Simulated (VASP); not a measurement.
Wanted: the native input for a VASP 6.6.1 run.

```
Task                   : single point
Functional             : PBEsol
Potentials or basis    : VASP PAW PBE potentials, release 64 (Ni, Al, C)
Cutoff                 : 520 eV
k mesh                 : 10 × 10 × 1
Occupations            : gaussian, width 0.1 eV
Spin                   : no spin polarisation
Dipole correction      : yes
Further INCAR settings : ALGO = Normal; EDIFF = 1e-06; NBANDS = 30
```

The structure of Al3Ni3C lies in POSCAR:

```
Al3Ni3C
1.0
    2.8621655520      0.0000000000      0.0000000000
    0.0000000000      2.8621655520      0.0000000000
    0.0000000000      0.0000000000     26.1554138800
Ni Al C
3 3 1
Direct
    0.5000000000      0.5000000000      0.3249805198
    0.5000000000      0.5000000000      0.4344097021
    0.5000000000      0.5000000000      0.5399915460
    0.0000000000      0.0000000000      0.3796951110
    0.0000000000      0.0000000000      0.4877303007
    0.0000000000      0.0000000000      0.6116080196
    0.5000000000      0.5000000000      0.6140524447
```

One way to write it, as run:

INCAR

```
  PREC = Accurate
  ENCUT = 520
  EDIFF = 1E-6
  ISMEAR = 0
  SIGMA = 0.1
  LREAL = False
  LASPH = True
  NELM = 80
  ALGO = Normal
  ISIF = 2
  LWAVE = False
  LCHARG = False
  LDIPOL = True
  IDIPOL = 3
  DIPOL = 0.5 0.5 0.485
  GGA = PS
  NBANDS = 30
```

KPOINTS

```
Automatic mesh
0
Gamma
  10 10 1
```

Potentials or basis: VASP PAW PBE potentials, release 64 (Ni, Al, C).

Launch:

```bash
$ cat potpaw_PBE.64/Ni/POTCAR potpaw_PBE.64/Al/POTCAR potpaw_PBE.64/C/POTCAR > POTCAR
$ mpirun -np 1 vasp_std > vasp.out
```

Results of the run:

```
Largest force          : 1.116 eV/Å
Band gap on the k mesh : zero (an odd number of electrons rules out a gap without spin polarisation)
```

Caveat: the PAW data sets were made with another functional, which shifts forces and pressure a little.

It took 2.6 min on 1 thread of Intel(R) Xeon(R) 6975P-C (Granite Rapids), on a shared host, peak memory 0.39 GiB.
